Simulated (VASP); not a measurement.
# InAs3 (Pm-3m) in VASP: single point with PBE

Aim: the single point of InAs3 with PBE.

Everything below comes from runs of VASP 6.6.1. Logs are shortened: lines on timing, memory, paths and dates and some standing lists are left out, and cuts for length are marked.

### Step 1. The cell of the first run

The structure is cubic, space group Pm-3m (No. 221). Conventional cell: a = 4.537 Å, b = 4.537 Å, c = 4.537 Å, α = 90.00°, β = 90.00°, γ = 90.00°. Within 4.2 Å of In (site symmetry m-3m) lie 12 As at 3.21 Å. Within 4.2 Å of As (site symmetry 4/mmm) lie 4 In at 3.21 Å and 8 As at 3.21 Å.

### Step 2. Single point, PBE (Sb replaced by As, lengths x 0.936, strained)

Input file INCAR:

```
SYSTEM = InAs3
PREC = Accurate
ENCUT = 520
EDIFF = 1E-7
ISMEAR = 0
SIGMA = 0.1
LREAL = .FALSE.
LASPH = .TRUE.
NELM = 60
ALGO = Normal
ISIF = 2
LWAVE = .FALSE.
LCHARG = .TRUE.
GGA = PE
LELF = .TRUE.
LVHAR = .TRUE.
NBANDS = 22
```

Input file KPOINTS:

```
regular mesh
0
G
  10 10 10
  0 0 0
```

Input file POSCAR:

```
InAs3
1.0
    4.5366754710      0.0000000000      0.0000000000
    0.0000000000      4.5366754710      0.0000000000
    0.0000000000      0.0000000000      4.5366754710
In As
1 3
Direct
    0.0000000000      0.0000000000      0.0000000000
    0.5000000000      0.0000000000      0.5000000000
    0.0000000000      0.5000000000      0.5000000000
    0.5000000000      0.5000000000      0.0000000000
```

Potentials or basis: VASP PAW PBE potentials, release 64 (In_d, As).

On the command line:

```
$ cat potpaw_PBE.64/In_d/POTCAR potpaw_PBE.64/As/POTCAR > POTCAR
$ mpirun -np 1 vasp_std > vasp.out
```

OUTCAR:

```text
SYSTEM = InAs3
   PREC = Accurate
   ENCUT = 520
   EDIFF = 1E-7
   ISMEAR = 0
   LREAL = .FALSE.
   LASPH = .TRUE.
   NELM = 60
   ISIF = 2
   GGA = PE

 ion  position               nearest neighbor table
   1  0.000  0.000  0.000-   2 3.21   3 3.21   4 3.21   2 3.21   3 3.21   3 3.21   4 3.21   3 3.21
                             2 3.21   4 3.21   2 3.21   4 3.21
   2  0.500  0.000  0.500-   1 3.21   1 3.21   1 3.21   1 3.21
   3  0.000  0.500  0.500-   1 3.21   1 3.21   1 3.21   1 3.21
   4  0.500  0.500  0.000-   1 3.21   1 3.21   1 3.21   1 3.21

  LATTYP: Found a simple cubic cell.
 ALAT       =     4.5366754710

  Lattice vectors:

 A1 = (   4.5366754710,   0.0000000000,   0.0000000000)
 A2 = (   0.0000000000,   4.5366754710,   0.0000000000)
 A3 = (   0.0000000000,   0.0000000000,   4.5366754710)

Analysis of symmetry for initial positions (statically):
=====================================================================
 Subroutine PRICEL returns:
 Original cell was already a primitive cell.

 Routine SETGRP: Setting up the symmetry group for a
 simple cubic supercell.

 Subroutine GETGRP returns: Found 48 space group operations
 (whereof 48 operations were pure point group operations)
 out of a pool of 48 trial point group operations.

The static configuration has the point symmetry O_h .

Analysis of symmetry for dynamics (positions and initial velocities):
=====================================================================
 Subroutine PRICEL returns:
 Original cell was already a primitive cell.

 Routine SETGRP: Setting up the symmetry group for a
 simple cubic supercell.

 Subroutine GETGRP returns: Found 48 space group operations
 (whereof 48 operations were pure point group operations)
 out of a pool of 48 trial point group operations.

The dynamic configuration has the point symmetry O_h .

 Subroutine INISYM returns: Found 48 space group operations
 (whereof 48 operations are pure point group operations),
 and found     1 'primitive' translations

----------------------------------------------------------------------------------------

                                     Primitive cell

  volume of cell :      93.3712

  direct lattice vectors                    reciprocal lattice vectors
     4.536675471  0.000000000  0.000000000     0.220425729  0.000000000  0.000000000
     0.000000000  4.536675471  0.000000000     0.000000000  0.220425729  0.000000000
     0.000000000  0.000000000  4.536675471     0.000000000  0.000000000  0.220425729

  length of vectors
     4.536675471  4.536675471  4.536675471     0.220425729  0.220425729  0.220425729

  position of ions in fractional coordinates (direct lattice)
     0.000000000  0.000000000  0.000000000
     0.500000000  0.000000000  0.500000000
     0.000000000  0.500000000  0.500000000
     0.500000000  0.500000000  0.000000000

  ion indices of the primitive-cell ions
   primitive index   ion index
                 1           1
                 2           2
                 3           3
                 4           4

----------------------------------------------------------------------------------------

 KPOINTS: regular mesh

Automatic generation of k-mesh.
 Grid dimensions read from file:
 generate k-points for:   10   10   10

 Generating k-lattice:

  Cartesian coordinates                     Fractional coordinates (reciprocal lattice)
     0.022042573  0.000000000  0.000000000     0.100000000  0.000000000  0.000000000
     0.000000000  0.022042573  0.000000000     0.000000000  0.100000000  0.000000000
     0.000000000  0.000000000  0.022042573     0.000000000  0.000000000  0.100000000

  Length of vectors
     0.022042573  0.022042573  0.022042573

  Shift w.r.t. Gamma in fractional coordinates (k-lattice)
     0.000000000  0.000000000  0.000000000

 Subroutine IBZKPT returns following result:
 ===========================================

 Found     56 irreducible k-points:

 Following reciprocal coordinates:
            Coordinates               Weight
  0.000000  0.000000  0.000000      1.000000
  0.100000  0.000000  0.000000      6.000000
  0.200000  0.000000  0.000000      6.000000
  0.300000  0.000000  0.000000      6.000000
  0.400000  0.000000  0.000000      6.000000
  0.500000  0.000000  0.000000      3.000000
[... 16 lines left out ...]
  0.200000  0.100000  0.100000     24.000000
  0.300000  0.100000  0.100000     24.000000
 [... further k-points ...]
   k-points           NKPTS =     56   k-points in BZ     NKDIM =     56   number of bands    NBANDS=     22
   number of dos      NEDOS =    301   number of ions     NIONS =      4
   total plane-waves  NPLWV =  46656
   dimension x,y,z NGX =    36 NGY =   36 NGZ =   36
   dimension x,y,z NGXF=    72 NGYF=   72 NGZF=   72
   ions per type =               1   3
   NGX,Y,Z   is equivalent  to a cutoff of  13.19, 13.19, 13.19 a.u.
   NGXF,Y,Z  is equivalent  to a cutoff of  26.38, 26.38, 26.38 a.u.
 SYSTEM =  InAs3
   PREC   = accura    normal or accurate (medium, high low for compatibility)
   ISTART =      0    job   : 0-new  1-cont  2-samecut
   ICHARG =      2    charge: 1-file 2-atom 10-const
   ISPIN  =      1    spin polarized calculation?
   LNONCOLLINEAR =      F non collinear calculations
   LSORBIT =      F    spin-orbit coupling
   LASPH  =      T    aspherical Exc in radial PAW
   ENCUT  =  520.0 eV  38.22 Ry    6.18 a.u.   8.44  8.44  8.44*2*pi/ulx,y,z
   NELM   =     60;   NELMIN=  2; NELMDL= -5     # of ELM steps
   EDIFF  = 0.1E-06   stopping-criterion for ELM
   LREAL  =      F    real-space projection
   EDIFFG = 0.1E-05   stopping-criterion for IOM
   NSW    =      0    number of steps for IOM
   IBRION =     -1    ionic relax: 0-MD 1-quasi-New 2-CG
   NFREE  =      0    steps in history (QN), initial steepest desc. (CG)
   ISIF   =      2    stress and relaxation
   ISYM   =      2    0-nonsym 1-usesym 2-fastsym
   POTIM  = 0.5000    time-step for ionic-motion
   TEBEG  =    0.0;   TEEND  =   0.0 temperature during run
   PSTRESS=    0.0 pullay stress
   NELECT =      28.0000    total number of electrons
   NUPDOWN=      -1.0000    fix difference up-down
   EMIN   =  10.00;   EMAX   =-10.00  energy-range for DOS
   EFERMI =   0.00;   METHOD = LEGACY
   ISMEAR =     0;   SIGMA  =   0.10  broadening in eV -4-tet -1-fermi 0-gaus
   EFERMI_NEDOS =   21; number of points for ismear=-14 and -15
   IALGO  =     38    algorithm
   IMIX   =      4    mixing-type and parameters
     AMIX     =   0.40;   BMIX     =  1.00
     AMIX_MAG =   1.60;   BMIX_MAG =  1.00
  volume/ion in A,a.u.               =      23.34       157.53
  Fermi-wavevector in a.u.,A,eV,Ry     =   1.095779  2.070723 16.336957  1.200732
  Thomas-Fermi vector in A             =   2.232109
   LORBIT       =      0    0 simple, 1 ext, 2 COOP (PROOUT), +10 PAW based schemes
   GGA     = PE    functional components
   LHFCALC =     F    Hartree Fock is set to
   AEXX    =    0.0000 exact exchange contribution
   IVDW    =     0    specifies the selected vdW correction
   LEPSILON=     F    determine dielectric tensor
   LRPA    =     F    only Hartree local field effects (RPA)
 non-spin polarized calculation
 Gauss-broadening in eV      SIGMA  =   0.10
  energy-cutoff  :      520.00
  volume of cell :       93.37
 maximum number of plane-waves:      2539
 NGX is ok and might be reduce to    36
   NGX = 17   NGY = 17   NGZ = 17

 number of electron      28.0000016 magnetization

 Free energy of the ion-electron system (eV)
  ---------------------------------------------------
  ext. energy  EPLUGINS =         0.00000000
  ---------------------------------------------------
  free energy    TOTEN  =       -15.02684035 eV

  energy without entropy =      -15.02174259  energy(sigma->0) =      -15.02429147

 E-fermi :   5.4759     XC(G=0): -10.1082

 val. band max:        5.4283026745   @ k =   0.4000   0.1000   0.1000
 cond. band min:       5.5399264515   @ k =   0.5000   0.2000   0.2000
 fundamental gap:      0.1116237769
 Fermi energy:         5.4759260127

 k-point     1 :       0.0000    0.0000    0.0000
  band No.  band energies     occupation
      1      -8.9454      2.00000
      2      -8.9454      2.00000
      3      -8.9087      2.00000
      4      -8.9087      2.00000
      5      -8.9087      2.00000
      6      -7.6233      2.00000
[... 14 lines left out ...]
     21      11.4902      0.00000
     22      11.7888      0.00000

 k-point     2 :       0.1000    0.0000    0.0000
  band No.  band energies     occupation
      1      -8.9441      2.00000
      2      -8.9428      2.00000
      3      -8.9103      2.00000
      4      -8.9103      2.00000
      5      -8.9086      2.00000
      6      -7.5629      2.00000
[... 14 lines left out ...]
     21      11.7803      0.00000
     22      11.8466      0.00000

 k-point     3 :       0.2000    0.0000    0.0000
  band No.  band energies     occupation
      1      -8.9405      2.00000
      2      -8.9362      2.00000
      3      -8.9145      2.00000
      4      -8.9145      2.00000
      5      -8.9084      2.00000
      6      -7.3836      2.00000
[... 14 lines left out ...]
     21      11.6023      0.00000
     22      11.9670      0.00000
[... 476 lines left out ...]
 k-point    23 :       0.2000    0.1000    0.1000
  band No.  band energies     occupation
      1      -8.9366      2.00000
      2      -8.9328      2.00000
      3      -8.9182      2.00000
      4      -8.9164      2.00000
      5      -8.9117      2.00000
      6      -7.2621      2.00000
[... 14 lines left out ...]
     21      11.7187      0.00000
     22      11.8946      0.00000

 k-point    24 :       0.3000    0.1000    0.1000
  band No.  band energies     occupation
      1      -8.9328      2.00000
      2      -8.9260      2.00000
      3      -8.9235      2.00000
      4      -8.9221      2.00000
      5      -8.9113      2.00000
      6      -6.9738      2.00000
[... 14 lines left out ...]
     21      11.1453      0.00000
     22      12.4577      0.00000

 [... further k-points ...]

------------------------ aborting loop because EDIFF is reached ----------------------------------------

  FORCE on cell =-STRESS in cart. coord.  units (eV):
  Direction    XX          YY          ZZ          XY          YZ          ZX
  --------------------------------------------------------------------------------------
  -------------------------------------------------------------------------------------
  Total       -3.0060214     -3.0060214     -3.0060214      0.0000000      0.0000000     -0.0000000
  in kB      -51.5809714    -51.5809714    -51.5809714      0.0000000      0.0000000     -0.0000000
  external PRESSURE =     -51.5809714 kB  Pullay stress =       0.0000000 kB

 VOLUME and BASIS-vectors are now :
 -----------------------------------------------------------------------------
  energy-cutoff  :      520.00
  volume of cell :       93.37
      direct lattice vectors                 reciprocal lattice vectors
     4.536675471  0.000000000  0.000000000     0.220425729  0.000000000  0.000000000
     0.000000000  4.536675471  0.000000000     0.000000000  0.220425729  0.000000000
     0.000000000  0.000000000  4.536675471     0.000000000  0.000000000  0.220425729

 POSITION                                       TOTAL-FORCE (eV/Angst)
 -----------------------------------------------------------------------------------
      0.00000      0.00000      0.00000         0.000000      0.000000      0.000000
      2.26834      0.00000      2.26834         0.000000      0.000000      0.000000
      0.00000      2.26834      2.26834         0.000000      0.000000      0.000000
      2.26834      2.26834      0.00000         0.000000      0.000000      0.000000
 -----------------------------------------------------------------------------------
    total drift:                                0.000000      0.000000      0.000000

  FREE ENERGIE OF THE ION-ELECTRON SYSTEM (eV)
  ---------------------------------------------------
  free  energy   TOTEN  =       -15.0268403463 eV

  energy  without entropy=      -15.0217425899  energy(sigma->0) =      -15.02429147
```

It took 1.7 min on 1 thread of Intel Xeon 8259CL, shared host; peak memory 0.27 GiB.

Results:

* Free energy: -15.0268 eV
* Pressure: -5.2 GPa
* Band gap on the k mesh: zero (bands 14 and 15 overlap by 4.03 eV)

Caveat: the cell differs from its parent crystal (Sb replaced by As, lengths x 0.936, strained); the cell stands under tension; spin-orbit coupling is left out, which moves the levels of the heavy elements.

The gap in the log of VASP goes by the Fermi energy; the results here count the filled bands.